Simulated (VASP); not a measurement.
Write the native input for VASP 6.6.1 that does the following.

```yaml
Task: density of states
Functional: PBE
Potentials_or_basis: VASP PAW PBE potentials, release 64 (Ga_d, P, As)
Cutoff: 520 eV
k_mesh: 6 × 6 × 6
Occupations: gaussian, width 0.02 eV
Spin: no spin polarisation
Dipole_correction: no
k_mesh_for_the_DOS: 9 × 9 × 9
Occupations_for_the_DOS: tetrahedron
Further_INCAR_settings: ALGO = Normal; EDIFF = 1e-06
```

Crystal: Ga4As3P.

```
CELL_PARAMETERS angstrom
5.68291 0.00000 0.00000
0.00000 5.68291 0.00000
0.00000 0.00000 5.68291
ATOMIC_POSITIONS crystal
Ga 0.74532 0.74532 0.74532
Ga 0.74532 0.25468 0.25468
Ga 0.25468 0.74532 0.25468
Ga 0.25468 0.25468 0.74532
P 0.50000 0.50000 0.50000
As 0.00000 0.00000 0.50000
As 0.00000 0.50000 0.00000
As 0.50000 0.00000 0.00000
```

The input as run:

POSCAR

```
Ga4As3P
1.0
    5.6829104563      0.0000000000      0.0000000000
    0.0000000000      5.6829104563      0.0000000000
    0.0000000000      0.0000000000      5.6829104563
Ga P As
4 1 3
Direct
    0.7453153016      0.7453153016      0.7453153016
    0.7453153016      0.2546846984      0.2546846984
    0.2546846984      0.7453153016      0.2546846984
    0.2546846984      0.2546846984      0.7453153016
    0.5000000000      0.5000000000      0.5000000000
    0.0000000000      0.0000000000      0.5000000000
    0.0000000000      0.5000000000      0.0000000000
    0.5000000000      0.0000000000      0.0000000000
```

INCAR.step1

```
ALGO = Normal
EDIFF = 1E-6
ENCUT = 520
GGA = PE
ISIF = 2
ISMEAR = 0
LASPH = True
LCHARG = True
LREAL = False
LWAVE = False
NBANDS = 46
NELM = 80
PREC = Accurate
SIGMA = 0.02
```

KPOINTS.step1

```
k-points
0
Gamma
  6 6 6
```

INCAR.step2

```
ALGO = Normal
EDIFF = 1E-6
ENCUT = 520
GGA = PE
ICHARG = 11
ISIF = 2
ISMEAR = -5
LASPH = True
LCHARG = False
LORBIT = 11
LREAL = False
LWAVE = False
NEDOS = 2001
NELM = 80
PREC = Accurate
SIGMA = 0.02
```

KPOINTS.step2

```
k-points
0
Gamma
  9 9 9
```

Potentials or basis: VASP PAW PBE potentials, release 64 (Ga_d, P, As).

Command:

```sh
$ cat potpaw_PBE.64/Ga_d/POTCAR potpaw_PBE.64/P/POTCAR potpaw_PBE.64/As/POTCAR > POTCAR
$ cp INCAR.step1 INCAR
$ cp KPOINTS.step1 KPOINTS
$ mpirun -np 1 vasp_std > vasp.out
$ cp INCAR.step2 INCAR
$ cp KPOINTS.step2 KPOINTS
$ mpirun -np 1 vasp_std > vasp.out
```

Results of the run:

```json
{"Valence electrons inside the program's atomic spheres": "Ga 11.64; P 2.50; As 2.82"}
```

Wall time 3.4 min on 1 thread of AMD EPYC 7R13 Processor (Zen 3), on a shared host, peak memory 0.36 GiB.
